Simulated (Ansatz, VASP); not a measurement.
# O in VASP and in Ansatz

```
O
1.0
     9.00000    0.00000    0.00000
     0.00000    9.50000    0.00000
     0.00000    0.00000   10.00000
O
2
Direct
  0.50000 0.50000 0.43953
  0.50000 0.50000 0.56047
```

Alike in both runs: functional PBEsol; k mesh 1 × 1 × 1; collinear spin.

Ansatz relaxed the structure, and its values are those at the end. VASP's run is a single point on that final structure, the one shown.

|  | VASP | Ansatz |
| --- | --- | --- |
| version | VASP 6.6.1 | Ansatz 0.2.0 |
| potentials or method | VASP PAW PBE potentials, release 64 (O), cutoff 520 eV | plane waves, PAW |
| occupations | methfessel-paxton of order 1, width 0.02 eV | cold, width 0.02 eV |
| valence electrons in the cell | 12 | 12 |

```tsv
	VASP	Ansatz	Ansatz less VASP
rms of the force components (eV/Å)	0.823	0.013	-0.8100
net moment per atom (μB)	1.00	1.00	0.000
size of the moment on the site where the two differ most (μB)	0.81	0.55	-0.255
```

VASP's potentials were made for PBE, not for PBEsol. Site moments also hang on the region over which each program counts them. Ansatz's warnings: end state compared, stress scf threshold loose.

Noted on VASP's run: the standard files for N, O and F lose accuracy on very short bonds.
